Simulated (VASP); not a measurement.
# TiO2 (Anatase) (I4_1/amd) in VASP: a series of runs, part 2 of 2

VASP 6.6.1.

## (4) Single point, PBEsol

This run uses another cell than the first one, of 11.31 Å³/atom, 0.996 times its volume.

Contents of INCAR:

```
ALGO     = Normal         # electronic algorithm
EDIFF    = 1E-7           # SCF threshold, eV
ENCUT    = 520            # plane-wave cutoff, eV
GGA      = PS             # functional
ISIF     = 2              # what is computed and relaxed
ISMEAR   = 0              # smearing method
LASPH    = True           # aspherical terms in the spheres
LCHARG   = True           # write CHGCAR
LELF     = True           # ELF
LREAL    = False          # projectors in reciprocal space
LVHAR    = True         
LWAVE    = False          # write WAVECAR
NBANDS   = 33             # bands
NELM     = 100            # most SCF steps
PREC     = Accurate       # precision mode
SIGMA    = 0.01           # smearing width, eV
```

Contents of KPOINTS:

```
k-points
0
Gamma
  10 10 10
```

Contents of POSCAR:

```
TiO2
1.0
   -1.8848916298      1.8848916298      4.7758664458
    1.8848916298     -1.8848916298      4.7758664458
    1.8848916298      1.8848916298     -4.7758664458
Ti O
2 4
Direct
    0.0000000000      0.0000000000      0.0000000000
    0.7500000000      0.2500000000      0.5000000000
    0.2075275981      0.2075275981      0.0000000000
    0.9575275981      0.4575275981      0.5000000000
    0.5424724019      0.0424724019      0.5000000000
    0.7924724019      0.7924724019      0.0000000000
```

Potentials or basis: VASP PAW PBE potentials, release 64 (Ti_sv, O).

Command:

```
$ cat potpaw_PBE.64/Ti_sv/POTCAR potpaw_PBE.64/O/POTCAR > POTCAR
$ mpirun -np 1 vasp_std > vasp.out
```

OUTCAR:

```text
EDIFF = 1E-7
   ENCUT = 520
   GGA = PS
   ISIF = 2
   ISMEAR = 0
   LASPH = True
   LREAL = False
   NELM = 100
   PREC = Accurate

 ion  position               nearest neighbor table
   1  0.000  0.000  0.000-   5 1.93   4 1.93   5 1.93   4 1.93   3 1.98   6 1.98
   2  0.750  0.250  0.500-   6 1.93   3 1.93   6 1.93   3 1.93   4 1.98   5 1.98
   3  0.208  0.208  0.000-   2 1.93   2 1.93   1 1.98
   4  0.958  0.458  0.500-   1 1.93   1 1.93   2 1.98
   5  0.542  0.042  0.500-   1 1.93   1 1.93   2 1.98
   6  0.792  0.792  0.000-   2 1.93   2 1.93   1 1.98

  LATTYP: Found a body centered tetragonal cell.
 ALAT       =     3.7697832596
 C/A-ratio  =     2.5337618197

  Lattice vectors:

 A1 = (  -1.8848916298,   1.8848916298,   4.7758664458)
 A2 = (   1.8848916298,  -1.8848916298,   4.7758664458)
 A3 = (   1.8848916298,   1.8848916298,  -4.7758664458)

Analysis of symmetry for initial positions (statically):
=====================================================================
 Subroutine PRICEL returns:
 Original cell was already a primitive cell.

 Routine SETGRP: Setting up the symmetry group for a
 body centered tetragonal supercell.

 Subroutine GETGRP returns: Found 16 space group operations
 (whereof  8 operations were pure point group operations)
 out of a pool of 16 trial point group operations.

The static configuration has the point symmetry D_2d.
 The point group associated with its full space group is D_4h.

Analysis of symmetry for dynamics (positions and initial velocities):
=====================================================================
 Subroutine PRICEL returns:
 Original cell was already a primitive cell.

 Routine SETGRP: Setting up the symmetry group for a
 body centered tetragonal supercell.

 Subroutine GETGRP returns: Found 16 space group operations
 (whereof  8 operations were pure point group operations)
 out of a pool of 16 trial point group operations.

The dynamic configuration has the point symmetry D_2d.
 The point group associated with its full space group is D_4h.

 Subroutine INISYM returns: Found 16 space group operations
 (whereof  8 operations are pure point group operations),
 and found     1 'primitive' translations

----------------------------------------------------------------------------------------

                                     Primitive cell

  volume of cell :      67.8711

  direct lattice vectors                    reciprocal lattice vectors
    -1.884891630  1.884891630  4.775866446     0.000000000  0.265267240  0.104693045
     1.884891630 -1.884891630  4.775866446     0.265267240  0.000000000  0.104693045
     1.884891630  1.884891630 -4.775866446     0.265267240  0.265267240  0.000000000

  length of vectors
     5.469417996  5.469417996  5.469417996     0.285179491  0.285179491  0.375144528

  position of ions in fractional coordinates (direct lattice)
     0.000000000  0.000000000  0.000000000
     0.750000000  0.250000000  0.500000000
     0.207527598  0.207527598  0.000000000
     0.957527598  0.457527598  0.500000000
     0.542472402  0.042472402  0.500000000
     0.792472402  0.792472402  0.000000000

  ion indices of the primitive-cell ions
   primitive index   ion index
                 1           1
                 2           2
                 3           3
[... 26 lines left out ...]
 ===========================================

 Found    102 irreducible k-points:

 Following reciprocal coordinates:
            Coordinates               Weight
  0.000000  0.000000  0.000000      1.000000
  0.100000 -0.000000  0.000000      8.000000
  0.200000 -0.000000  0.000000      8.000000
  0.300000  0.000000  0.000000      8.000000
  0.400000  0.000000  0.000000      8.000000
  0.500000 -0.000000  0.000000      4.000000
[... 16 lines left out ...]
  0.300000  0.300000  0.000000      8.000000
  0.400000  0.300000  0.000000     16.000000
 [... further k-points ...]
   k-points           NKPTS =    102   k-points in BZ     NKDIM =    102   number of bands    NBANDS=     33
   number of dos      NEDOS =    301   number of ions     NIONS =      6
   total plane-waves  NPLWV =  74088
   dimension x,y,z NGX =    42 NGY =   42 NGZ =   42
   dimension x,y,z NGXF=    84 NGYF=   84 NGZF=   84
   ions per type =               2   4
   NGX,Y,Z   is equivalent  to a cutoff of  12.77, 12.77, 12.77 a.u.
   NGXF,Y,Z  is equivalent  to a cutoff of  25.53, 25.53, 25.53 a.u.
 SYSTEM =  unknown system
   PREC   = accura    normal or accurate (medium, high low for compatibility)
   ISTART =      0    job   : 0-new  1-cont  2-samecut
   ICHARG =      2    charge: 1-file 2-atom 10-const
   ISPIN  =      1    spin polarized calculation?
   LNONCOLLINEAR =      F non collinear calculations
   LSORBIT =      F    spin-orbit coupling
   LASPH  =      T    aspherical Exc in radial PAW
   ENCUT  =  520.0 eV  38.22 Ry    6.18 a.u.  10.17 10.17 10.17*2*pi/ulx,y,z
   NELM   =    100;   NELMIN=  2; NELMDL= -5     # of ELM steps
   EDIFF  = 0.1E-06   stopping-criterion for ELM
   LREAL  =      F    real-space projection
   EDIFFG = 0.1E-05   stopping-criterion for IOM
   NSW    =      0    number of steps for IOM
   IBRION =     -1    ionic relax: 0-MD 1-quasi-New 2-CG
   NFREE  =      0    steps in history (QN), initial steepest desc. (CG)
   ISIF   =      2    stress and relaxation
   ISYM   =      2    0-nonsym 1-usesym 2-fastsym
   POTIM  = 0.5000    time-step for ionic-motion
   TEBEG  =    0.0;   TEEND  =   0.0 temperature during run
   PSTRESS=    0.0 pullay stress
   NELECT =      48.0000    total number of electrons
   NUPDOWN=      -1.0000    fix difference up-down
   EMIN   =  10.00;   EMAX   =-10.00  energy-range for DOS
   EFERMI =   0.00;   METHOD = LEGACY
   ISMEAR =     0;   SIGMA  =   0.01  broadening in eV -4-tet -1-fermi 0-gaus
   EFERMI_NEDOS =   21; number of points for ismear=-14 and -15
   IALGO  =     38    algorithm
   IMIX   =      4    mixing-type and parameters
     AMIX     =   0.40;   BMIX     =  1.00
     AMIX_MAG =   1.60;   BMIX_MAG =  1.00
  volume/ion in A,a.u.               =      11.31        76.34
  Fermi-wavevector in a.u.,A,eV,Ry     =   1.458569  2.756295 28.945348  2.127423
  Thomas-Fermi vector in A             =   2.575238
   LORBIT       =      0    0 simple, 1 ext, 2 COOP (PROOUT), +10 PAW based schemes
   GGA     = PS    functional components
   LHFCALC =     F    Hartree Fock is set to
   AEXX    =    0.0000 exact exchange contribution
   IVDW    =     0    specifies the selected vdW correction
   LEPSILON=     F    determine dielectric tensor
   LRPA    =     F    only Hartree local field effects (RPA)
 non-spin polarized calculation
 Gauss-broadening in eV      SIGMA  =   0.01
  energy-cutoff  :      520.00
  volume of cell :       67.87
 maximum number of plane-waves:      1850
 NGX is ok and might be reduce to    42
   NGX = 21   NGY = 21   NGZ = 21

 number of electron      47.9999993 magnetization

 Free energy of the ion-electron system (eV)
  ---------------------------------------------------
  ext. energy  EPLUGINS =         0.00000000
  ---------------------------------------------------
  free energy    TOTEN  =       -56.21747486 eV

  energy without entropy =      -56.21747486  energy(sigma->0) =      -56.21747486

 E-fermi :   3.3917     XC(G=0): -11.0357

 val. band max:        3.3061702926   @ k =  -0.4000   0.4000   0.0000
 cond. band min:       5.4034933831   @ k =   0.0000   0.0000   0.0000
 fundamental gap:      2.0973230905
 Fermi energy:         3.3916706724

 k-point     1 :       0.0000    0.0000    0.0000
  band No.  band energies     occupation
      1     -52.7902      2.00000
      2     -52.7278      2.00000
      3     -29.3827      2.00000
      4     -29.1337      2.00000
      5     -29.1337      2.00000
      6     -29.0606      2.00000
[... 853 lines left out ...]
     32       9.8811      0.00000
     33      10.7738      0.00000

 [... further k-points ...]
[... 5 lines left out ...]
  --------------------------------------------------------------------------------------
  -------------------------------------------------------------------------------------
  Total        0.2828674      0.2828674      0.3205734      0.0000000      0.0000000      0.0000000
  in kB        6.6774178      6.6774178      7.5675124      0.0000000      0.0000000      0.0000000
  external PRESSURE =       6.9741160 kB  Pullay stress =       0.0000000 kB

 VOLUME and BASIS-vectors are now :
 -----------------------------------------------------------------------------
  energy-cutoff  :      520.00
  volume of cell :       67.87
      direct lattice vectors                 reciprocal lattice vectors
    -1.884891630  1.884891630  4.775866446     0.000000000  0.265267240  0.104693045
     1.884891630 -1.884891630  4.775866446     0.265267240  0.000000000  0.104693045
     1.884891630  1.884891630 -4.775866446     0.265267240  0.265267240  0.000000000

 POSITION                                       TOTAL-FORCE (eV/Angst)
 -----------------------------------------------------------------------------------
      0.00000      0.00000      0.00000         0.000000      0.000000     -0.000000
      0.00000      1.88489      2.38793         0.000000      0.000000     -0.000000
      0.00000      0.00000      1.98225         0.000000     -0.000000      0.019775
     -0.00000      1.88489      4.37018        -0.000000      0.000000      0.019775
      0.00000      1.88489      0.40569        -0.000000      0.000000     -0.019775
      0.00000      0.00000      7.56948         0.000000     -0.000000     -0.019775
 -----------------------------------------------------------------------------------
    total drift:                               -0.000000     -0.000000      0.000000

  FREE ENERGIE OF THE ION-ELECTRON SYSTEM (eV)
  ---------------------------------------------------
  free  energy   TOTEN  =       -56.2174748571 eV

  energy  without entropy=      -56.2174748571  energy(sigma->0) =      -56.21747486
```

It took 6.7 min on 1 thread of Intel Xeon Platinum 8259CL at 2.50GHz (Skylake/Cascade Lake), shared host; peak memory 0.37 GiB.

Results:

| Property | Result |
| --- | --- |
| Free energy | -56.2175 eV |
| Pressure | 0.7 GPa |
| Largest force | 0.020 eV/Å |
| Band gap on the k mesh | 2.10 eV, indirect (least direct gap 2.42 eV) |

Forces on the atoms (eV/Å):
```
Ti   0.000  0.000  0.000
Ti   0.000  0.000  0.000
O    0.000  0.000  0.020
O    0.000  0.000  0.020
O    0.000  0.000 -0.020
O    0.000  0.000 -0.020
```

Caveat: the PAW data sets were made with another functional, which shifts forces and pressure a little. A k mesh can miss the band edges.

## (5) Relaxation of cell and atoms, PBEsol

This run uses another cell than the first one, of 11.31 Å³/atom, 0.996 times its volume.

Contents of INCAR:

```
SYSTEM = TiO2
PREC = Accurate
ENCUT = 600
EDIFF = 1E-6
ISMEAR = 0
SIGMA = 0.01
LREAL = .False.
LASPH = .True.
NELM = 100
ALGO = Normal
ISIF = 3
LWAVE = .False.
LCHARG = .False.
GGA = PS
IBRION = 2
NSW = 80
EDIFFG = -0.001
```

Contents of KPOINTS:

```
Automatic mesh
0
Gamma
  10 10 10
  0 0 0
```

POSCAR is that of step 4.

Potentials or basis: VASP PAW PBE potentials, release 64 (Ti_sv, O).

Command:

```
$ cat potpaw_PBE.64/Ti_sv/POTCAR potpaw_PBE.64/O/POTCAR > POTCAR
$ mpirun -np 1 vasp_std > vasp.out
```

OUTCAR:

```text
SYSTEM = TiO2
   PREC = Accurate
   ENCUT = 600
   EDIFF = 1E-6
   ISMEAR = 0
   LREAL = .False.
   LASPH = .True.
   NELM = 100
   ISIF = 3
   GGA = PS
   IBRION = 2
   NSW = 80
   EDIFFG = -0.001

 ion  position               nearest neighbor table
   1  0.000  0.000  0.000-   5 1.93   4 1.93   5 1.93   4 1.93   3 1.98   6 1.98
   2  0.750  0.250  0.500-   6 1.93   3 1.93   6 1.93   3 1.93   4 1.98   5 1.98
   3  0.208  0.208  0.000-   2 1.93   2 1.93   1 1.98
   4  0.958  0.458  0.500-   1 1.93   1 1.93   2 1.98
   5  0.542  0.042  0.500-   1 1.93   1 1.93   2 1.98
   6  0.792  0.792  0.000-   2 1.93   2 1.93   1 1.98

  LATTYP: Found a body centered tetragonal cell.
 ALAT       =     3.7697832596
 C/A-ratio  =     2.5337618197

  Lattice vectors:

[... 275 lines left out ...]
  ---------------------------------------------------
  free energy    TOTEN  =       -56.22599032 eV

  energy without entropy =      -56.22599032  energy(sigma->0) =      -56.22599032

 E-fermi :   3.3809     XC(G=0): -11.0248

 val. band max:        3.2869585213   @ k =  -0.4000   0.4000   0.0000
 cond. band min:       5.3795278983   @ k =   0.0000   0.0000   0.0000
 fundamental gap:      2.0925693770
 Fermi energy:         3.3808851229

 k-point     1 :       0.0000    0.0000    0.0000
  band No.  band energies     occupation
      1     -52.8187      2.00000
      2     -52.7570      2.00000
      3     -29.4079      2.00000
      4     -29.1613      2.00000
      5     -29.1613      2.00000
      6     -29.0888      2.00000
[... 733 lines left out ...]
     27       6.8443      0.00000
     28       6.9906      0.00000

 [... further k-points ...]

------------------------ aborting loop because EDIFF is reached ----------------------------------------

  FORCE on cell =-STRESS in cart. coord.  units (eV):
  Direction    XX          YY          ZZ          XY          YZ          ZX
  --------------------------------------------------------------------------------------
  -------------------------------------------------------------------------------------
  Total        0.0025729      0.0025729     -0.0022165      0.0000000     -0.0000000      0.0000000
  in kB        0.0606099      0.0606099     -0.0522146      0.0000000     -0.0000000      0.0000000
  external PRESSURE =       0.0230017 kB  Pullay stress =       0.0000000 kB
[... 21 lines left out ...]
  FREE ENERGIE OF THE ION-ELECTRON SYSTEM (eV)
  ---------------------------------------------------
  free  energy   TOTEN  =       -56.2259903166 eV

  energy  without entropy=      -56.2259903166  energy(sigma->0) =      -56.22599032

 reached required accuracy - stopping structural energy minimisation
```

CONTCAR:

```text
TiO2
   1.00000000000000
    -1.8861187648872471    1.8861187648872471    4.7795716184556438
     1.8861187648872471   -1.8861187648872471    4.7795716184556438
     1.8861187648872471    1.8861187648872471   -4.7795716184556438
  Ti              O
     2     4
Direct
     0.0000000000000000    0.0000000000000000    0.0000000000000000
     0.7500000000000000    0.2500000000000000    0.5000000000000000
     0.2075640400899194    0.2075640400899194    0.0000000000000000
     0.9575640400899194    0.4575640400899194    0.5000000000000000
     0.5424359599100806    0.0424359599100806    0.5000000000000000
     0.7924359599100806    0.7924359599100806    0.0000000000000000

  0.00000000E+00  0.00000000E+00  0.00000000E+00
  0.00000000E+00  0.00000000E+00  0.00000000E+00
  0.00000000E+00  0.00000000E+00  0.00000000E+00
  0.00000000E+00  0.00000000E+00  0.00000000E+00
  0.00000000E+00  0.00000000E+00  0.00000000E+00
  0.00000000E+00  0.00000000E+00  0.00000000E+00
```

It took 14 min on 1 thread of Intel Xeon Platinum 8259CL at 2.50GHz (Skylake/Cascade Lake), shared host; peak memory 0.45 GiB.

Results:

```yaml
Free_energy: -56.2260 eV
Relaxed_volume: 11.34 Å³/atom
Relaxed_cell: a = 5.473 Å, b = 5.473 Å, c = 5.473 Å, α = 139.69°, β = 139.69°, γ = 58.33°
Space_group_after_relaxing_to_0.05_Å: I4_1/amd (No. 141)
Energy_gained_by_relaxing: 0.0 meV/atom
Ionic_steps: 3
Pressure_after_relaxing: 0.0 GPa
Band_gap_on_the_k_mesh: 2.09 eV, indirect (least direct gap 2.42 eV)
```

The path:
```tsv
step	energy change (eV)	largest force (eV/Å)	pressure (GPa)	volume (Å³)
1	0.0000	0.0184	0.52	67.87
2	0.0003	0.0291	-0.73	68.23
3	-0.0002	0.0003	0.00	68.01
```

Final structure:
```xyz
6
Lattice="-1.8861 1.8861 4.7796 1.8861 -1.8861 4.7796 1.8861 1.8861 -4.7796" Properties=species:S:1:pos:R:3 pbc="T T T"
Ti    0.0000    0.0000    0.0000
Ti    0.0000    1.8861    2.3898
O     0.0000    0.0000    1.9841
O     0.0000    1.8861    4.3739
O     0.0000    1.8861    0.4057
O     0.0000    0.0000    7.5750
```

Levels at points of the mesh, in eV from the valence-band top:
```
           k point  band 20  band 21  band 22  band 23  band 24  band 25  band 26  band 27  band 28
(0.00, 0.00, 0.00)    -0.78    -0.77    -0.77    -0.46    -0.46     2.09     2.84     4.03     4.03
(0.50, 0.00, 0.00)    -1.99    -1.98    -0.96    -0.83    -0.64     3.25     3.57     3.58     3.66
(0.50, 0.50, 0.00)    -2.67    -2.09    -2.09    -0.04    -0.04     3.33     3.33     3.83     3.83
(0.50, 0.50, 0.50)    -1.36    -1.26    -1.26    -0.10    -0.10     2.45     2.45     3.79     3.79
```

Caveat: the PAW data sets were made with another functional, which shifts forces and pressure a little.

## (6) The runs side by side

| task | cell | k mesh | cutoff (eV) | smearing | gap on the mesh (eV) | pressure (GPa) | relaxed volume (Å³/atom) | largest force (eV/Å) |
| --- | --- | --- | --- | --- | --- | --- | --- | --- |
| single point | a = 5.458 Å, angles 139.4, 139.4, 58.7°, 6 atoms | 6 × 6 × 6 | 520 | gaussian 0.1 eV | 2.10 | -0.4 | - | 0.01 |
| relaxation of cell and atoms | relaxed from a = 5.469 Å, angles 139.7, 139.7, 58.3°, 6 atoms | 12 × 12 × 12 | 600 | gaussian 0.01 eV | 2.08 | 0.0 | 11.34 | - |
| single point | a = 5.469 Å, angles 139.7, 139.7, 58.3°, 6 atoms | 10 × 10 × 10 | 520 | gaussian 0.01 eV | 2.10 | 0.7 | - | 0.02 |
| relaxation of cell and atoms | relaxed from a = 5.469 Å, angles 139.7, 139.7, 58.3°, 6 atoms | 10 × 10 × 10 | 600 | gaussian 0.01 eV | 2.09 | 0.0 | 11.34 | - |

Alike in all rows: level PBEsol; potentials or basis VASP PAW PBE potentials, release 64 (Ti_sv, O); no spin polarisation.

Caveats: the PAW data sets were made with another functional, which shifts forces and pressure a little.

Absolute energies hang on the potentials; compare differences alone.
